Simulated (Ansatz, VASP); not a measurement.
**Al5O3: VASP beside Ansatz**

INCAR

```
PREC = Accurate ; ENCUT = 520
EDIFF = 1E-7 ; ISMEAR = 0
SIGMA = 0.1 ; LREAL = F
LASPH = T ; NELM = 150
ALGO = Normal ; ISIF = 2
LWAVE = F ; LCHARG = F
ISPIN = 2 ; MAGMOM = 0 0 0 0 0 1 1 1
LORBIT = 11 ; GGA = PE
NBANDS = 30
```

Contents of KPOINTS:

```
Automatic mesh
0
Gamma
  6 6 2
```

POSCAR

```
Al5O3
1.0
    3.1500751400      0.0000000000      0.0000000000
    0.0000000000      3.1500751400      0.0000000000
    0.0000000000      0.0000000000     11.0402264000
Al O
5 3
Direct
    0.0000000000      0.0000000000      0.2500000000
    0.0000000000      0.0000000000      0.7500000000
    0.0000000000      0.0000000000      0.0000000000
    0.5000000000      0.5000000000      0.3750000000
    0.5000000000      0.5000000000      0.6250000000
    0.5000000000      0.5000000000      0.1250000000
    0.5000000000      0.5000000000      0.8750000000
    0.0000000000      0.0000000000      0.5000000000
```

Input for Ansatz:

```yaml
crystal:
  lattice:
    - [3.15007514, 0.0, 0.0]
    - [0.0, 3.15007514, 0.0]
    - [0.0, 0.0, 11.0402264]
  atoms:
    - { symbol: Al, position: [0.0, 0.0, 0.25] }
    - { symbol: Al, position: [0.0, 0.0, 0.75] }
    - { symbol: Al, position: [0.0, 0.0, 0.0] }
    - { symbol: Al, position: [0.5, 0.5, 0.375] }
    - { symbol: Al, position: [0.5, 0.5, 0.625] }
    - { symbol: O, position: [0.5, 0.5, 0.125], spin: 1.0 }
    - { symbol: O, position: [0.5, 0.5, 0.875], spin: 1.0 }
    - { symbol: O, position: [0.0, 0.0, 0.5], spin: 1.0 }
basis:
  ecutwfc: 420
kpoints:
  mp_grid: { grid: [6, 6, 2] }
hamiltonian:
  xc: pbe
scf:
  occupations: { method: gaussian, width: 0.1 }
  lower_state_search: "off"
output:
  forces: true
  stress: true
  eigenvalues: true
  populations: true
magnetization:
  spin_polarized: true
```

Change from the starting cell: species swapped into the Ti3Pd5 type (P4/mmm, No. 123).

Alike in both runs: task single point; functional PBE; k mesh 6 × 6 × 2; occupations gaussian, width 0.1 eV; collinear spin.

```csv
,VASP,Ansatz
version,VASP 6.6.1,Ansatz 0.2.0
potentials or method,"VASP PAW PBE potentials, release 64 (Al, O), cutoff 520 eV","scalar-relativistic, plane waves, PAW"
valence electrons in the cell,33,33
```

|  | VASP | Ansatz | Ansatz less VASP |
| --- | --- | --- | --- |
| gap on the k mesh at the Fermi level (eV) | none | none | - |
| pressure (GPa) | -10.1 | -9.9 | +0.11 |
| traceless stress, the component that is largest in VASP (GPa) | 12.10 | 12.13 | +0.038 |
| rms of the force components (eV/Å) | 0.516 | 0.516 | +0.0001 |
| net moment per atom (μB) | 0.00 | 0.00 | 0.000 |

Atom by atom the forces differ by 0.000 eV/Å (rms over components). A gap of «none» marks a metal or a gap that the smearing closes. With one functional, cell and mesh, what is left measures potentials, basis and numerics. Ansatz's warnings: seeded moment not kept.
